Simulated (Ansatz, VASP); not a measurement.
ZnS in VASP and in Ansatz

```
Zn S
1.0
     3.81100    0.00000    0.00000
    -1.90550    3.30042    0.00000
     0.00000    0.00000    6.23400
Zn S
2 2
Direct
  0.32441 0.65817 0.00499
  0.66805 0.33620 0.50208
  0.33932 0.68769 0.37281
  0.67606 0.32380 0.88279
```

Alike in both runs: task single point; functional r2SCAN; k mesh 2 × 2 × 1; occupations gaussian, width 0.1 eV; no spin polarisation.

```csv
,VASP,Ansatz
version,VASP 6.6.1,Ansatz 0.2.0
potentials or method,"VASP PAW PBE potentials, release 64 (Zn, S), cutoff 550 eV","plane waves, PAW"
valence electrons in the cell,36,36
```

```csv
,VASP,Ansatz,Ansatz less VASP
gap on the k mesh at the Fermi level (eV),2.72,2.71,-0.010
rms of the force components (eV/Å),0.318,0.316,-0.0019
```

VASP's potentials were made for PBE, not for r2SCAN. Atom by atom the forces differ by 0.005 eV/Å (rms over components). With one functional, cell and mesh, what is left measures potentials, basis and numerics.

The k mesh is coarse, so the values compare programs but aren't converged.
